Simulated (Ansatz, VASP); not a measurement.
One calculation of ReBi, two programs

The input INCAR:

```
ALGO = Normal
EDIFF = 1E-6
ENCUT = 520
GGA = PE
ISIF = 2
ISMEAR = -1
LASPH = T
LCHARG = F
LREAL = F
LWAVE = F
NBANDS = 18
NELM = 100
PREC = Accurate
SIGMA = 0.05
```

KPOINTS

```
k-points
0
Gamma
  11 11 11
```

The input POSCAR:

```
ReBi
1.0
    3.2785588429      0.0000000000      0.0000000000
    0.0000000000      3.2785588429      0.0000000000
    0.0000000000      0.0000000000      3.2785588429
Re Bi
1 1
Direct
    0.0000000000      0.0000000000      0.0000000000
    0.5000000000      0.5000000000      0.5000000000
```

Input for Ansatz:

```yaml
crystal:
  lattice:
    - [3.2785588429, 0.0, 0.0]
    - [0.0, 3.2785588429, 0.0]
    - [0.0, 0.0, 3.2785588429]
  atoms:
    - { symbol: Re, position: [0.0, 0.0, 0.0] }
    - { symbol: Bi, position: [0.5, 0.5, 0.5] }
kpoints:
  mp_grid: { grid: [11, 11, 11] }
scf:
  occupations: { method: fermi_dirac, width: 0.05 }
hamiltonian:
  xc: pbe
  pseudopotentials: { kind: all_electron, lapw: { basis_error: 0.001 } }
output:
  forces: true
  stress: true
  eigenvalues: true
  populations: true
```

Change from the starting cell: volume scaled by 0.9, LAPW.

Alike in both runs: task single point; functional PBE; k mesh 11 × 11 × 11; occupations fermi-dirac, width 0.05 eV; no spin polarisation.

|  | VASP | Ansatz |
| --- | --- | --- |
| version | VASP 6.6.1 | Ansatz 0.2.0 |
| potentials or method | VASP PAW PBE potentials, release 64 (Re, Bi_d), cutoff 520 eV | all-electron LAPW, scalar-relativistic |

```tsv
	VASP	Ansatz	Ansatz less VASP
pressure (GPa)	21.7	21.4	-0.26
```

Ansatz ran all-electron here, and VASP with PAW potentials.

Neither program's run includes spin-orbit coupling.
